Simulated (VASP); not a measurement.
A run of VASP 6.6.1:

The input INCAR:

```
SYSTEM = Si
PREC     = Accurate       ! precision mode
ENCUT    = 500            ! plane-wave cutoff, eV
EDIFF    = 1E-6           ! SCF threshold, eV
ISMEAR   = 0              ! smearing method
SIGMA    = 0.01           ! smearing width, eV
LREAL    = .FALSE.        ! projectors in reciprocal space
LASPH    = .TRUE.         ! aspherical terms in the spheres
NELM     = 120            ! most SCF steps
ALGO     = Normal         ! electronic algorithm
ISIF     = 2              ! what is computed and relaxed
LWAVE    = .FALSE.        ! write WAVECAR
LCHARG   = .FALSE.        ! write CHGCAR
GGA      = PE             ! functional
NBANDS   = 11             ! bands
GGA_COMPAT= .FALSE.
```

KPOINTS

```
Automatic mesh
0
G
  3 3 3
  0 0 0
```

The input POSCAR:

```
Si
1.0
    0.0000000000      2.7512343611      2.7512343611
    2.7512343611      0.0000000000      2.7512343611
    2.7512343611      2.7512343611      0.0000000000
Si
2
Direct
    0.0000000000      0.0000000000      0.0000000000
    0.2500000000      0.2500000000      0.2500000000
```

Potentials or basis: VASP PAW PBE potentials, release 64 (Si).

Launch:

```bash
$ cat potpaw_PBE.64/Si/POTCAR > POTCAR
$ mpirun -np 1 vasp_std > vasp.out
```

Hardware: 1 thread of Intel(R) Xeon(R) Platinum 8488C (Sapphire Rapids) (shared host).

Question: Estimate the wall time of this run.

Answer: It took 2 s on 1 thread of Intel(R) Xeon(R) Platinum 8488C (Sapphire Rapids) (shared host), peak memory 0.14 GiB. Counts: scf iterations 11, k points 4.
